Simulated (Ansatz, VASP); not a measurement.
**LaO4: VASP beside Ansatz**

```
La O
1.0
    -2.67763    2.67763    2.67763
     2.67763   -2.67763    2.67763
     2.67763    2.67763   -2.67763
La O
1 4
Direct
  0.00000 0.00000 0.00000
  0.00000 0.63058 0.00000
  0.36942 0.36942 0.36942
  0.00000 0.00000 0.63058
  0.63058 0.00000 0.00000
```

Change from the starting cell: species swapped into the GeF4 type (I-43m, No. 217).

Alike in both runs: task single point; functional PBE; k mesh 4 × 4 × 4; occupations gaussian, width 0.1 eV; no spin polarisation.

```csv
,VASP,Ansatz
version,VASP 6.6.1,Ansatz 0.2.0
potentials or method,"VASP PAW PBE potentials, release 64 (La, O), cutoff 520 eV","scalar-relativistic, plane waves, PAW"
valence electrons in the cell,35,35
```

VASP gave:

| Item | Value |
| --- | --- |
| gap on the k mesh at the Fermi level (eV) | none |
| rms of the force components (eV/Å) | 2.874 |

What did Ansatz give for the same quantities?

gap on the k mesh at the Fermi level (eV): none; rms of the force components (eV/Å): 2.622.

Atom by atom the forces differ by 0.252 eV/Å (rms over components). A gap of «none» marks a metal or a gap that the smearing closes.

The k mesh is coarse, so the values compare programs but aren't converged. Spin-orbit coupling is off throughout.
